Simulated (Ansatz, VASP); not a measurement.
**One calculation of MgO, two programs**

File POSCAR:

```
MgO
1.0
    0.0000000000      2.1351500000      2.1351500000
    2.3753543750      0.0000000000      2.1351500000
    2.3753543750      2.1351500000      0.0000000000
Mg O
1 1
Direct
    0.0000000000      0.0000000000      0.0000000000
    0.5000000000      0.5000000000      0.5000000000
```

Contents of INCAR.step1:

```
SYSTEM = MgO
PREC     = Accurate       ! precision mode
ENCUT    = 660            ! plane-wave cutoff, eV
ISMEAR   = 0              ! smearing method
SIGMA    = 0.05           ! smearing width, eV
LREAL    = .False.        ! projectors in reciprocal space
LASPH    = .True.         ! aspherical terms in the spheres
NELM     = 120            ! most SCF steps
NBANDS   = 15             ! bands
GGA      = PE             ! functional
ALGO     = Normal         ! electronic algorithm
EDIFF    = 1E-5           ! SCF threshold, eV
LWAVE    = .True.         ! write WAVECAR
LCHARG   = .False.        ! write CHGCAR
GGA_COMPAT= .False.
```

INCAR.step2

```
SYSTEM = MgO
PREC     = Accurate       ! precision mode
ENCUT    = 660            ! plane-wave cutoff, eV
EDIFF    = 1E-6           ! SCF threshold, eV
ISMEAR   = 0              ! smearing method
SIGMA    = 0.05           ! smearing width, eV
LREAL    = .False.        ! projectors in reciprocal space
LASPH    = .True.         ! aspherical terms in the spheres
NELM     = 120            ! most SCF steps
ALGO     = Normal         ! electronic algorithm
ISIF     = 2              ! what is computed and relaxed
LWAVE    = .False.        ! write WAVECAR
LCHARG   = .True.         ! write CHGCAR
METAGGA  = R2SCAN         ! meta-GGA
LMIXTAU  = .True.       
LELF     = .True.         ! ELF
LVHAR    = .True.       
NBANDS   = 15             ! bands
ISTART   = 1            
GGA_COMPAT= .False.
```

File KPOINTS:

```
Automatic mesh
0
Gamma
  10 10 10
  0 0 0
```

Input for Ansatz:

```yaml
crystal:
  lattice:
    - [0.0, 2.13515, 2.13515]
    - [2.375354375, 0.0, 2.13515]
    - [2.375354375, 2.13515, 0.0]
  atoms:
    - { symbol: Mg, position: [0.0, 0.0, 0.0] }
    - { symbol: O, position: [0.5, 0.5, 0.5] }
basis:
  ecutwfc: 500
kpoints:
  mp_grid: { grid: [10, 10, 10] }
hamiltonian:
  xc: r2scan
scf:
  occupations: { method: gaussian, width: 0.05 }
output:
  forces: true
  stress: true
  eigenvalues: true
```

Change from the starting cell: strain +0.1125 x Voigt [1, 0, 0, 0, 0, 0], atoms carried along.

Alike in both runs: task single point; functional r2SCAN; k mesh 10 × 10 × 10; occupations gaussian, width 0.05 eV; no spin polarisation.

|  | VASP | Ansatz |
| --- | --- | --- |
| version | VASP 6.6.1 | Ansatz 0.2.0 |
| potentials or method | VASP PAW PBE potentials, release 64 (Mg_sv, O), cutoff 660 eV | scalar-relativistic, plane waves, PAW |
| valence electrons in the cell | 16 | 16 |

|  | VASP | Ansatz | Ansatz less VASP |
| --- | --- | --- | --- |
| gap on the k mesh at the Fermi level (eV) | 4.15 | 4.12 | -0.033 |
| least direct gap on the mesh (eV) | 4.15 | 4.12 | -0.033 |
| pressure (GPa) | -16.9 | -16.4 | +0.56 |
| traceless stress, the component that is largest in VASP (GPa) | -4.20 | -3.86 | +0.334 |

VASP's potentials were made for PBE, not for r2SCAN.
